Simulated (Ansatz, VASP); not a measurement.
**Zr3TiC4 in VASP and in Ansatz**

```
Zr Ti C
1.0
     4.63134    0.00000    0.00000
     0.00000    4.63134    0.00000
     0.00000    0.00000    4.63134
Zr Ti C
3 1 4
Direct
  0.50000 0.00000 0.50000
  0.00000 0.50000 0.50000
  0.50000 0.50000 0.00000
  0.00000 0.00000 0.00000
  0.50000 0.50000 0.50000
  0.00000 0.50000 0.00000
  0.50000 0.00000 0.00000
  0.00000 0.00000 0.50000
```

Alike in both runs: functional PBE; k mesh 4 × 4 × 4; occupations gaussian, width 0.1 eV; no spin polarisation.

Ansatz relaxed the structure, and its values are those at the end. VASP's run is a single point on that final structure, the one shown.

|  | VASP | Ansatz |
| --- | --- | --- |
| version | VASP 6.6.1 | Ansatz 0.2.0 |
| potentials or method | VASP PAW PBE potentials, release 64 (Zr_sv, Ti_sv, C), cutoff 520 eV | scalar-relativistic, plane waves, PAW |
| valence electrons in the cell | 64 | 64 |

```csv
,VASP,Ansatz,Ansatz less VASP
gap on the k mesh at the Fermi level (eV),none,none,-
pressure (GPa),0.1,-0.2,-0.28
```

A gap of «none» marks a metal or a gap that the smearing closes.
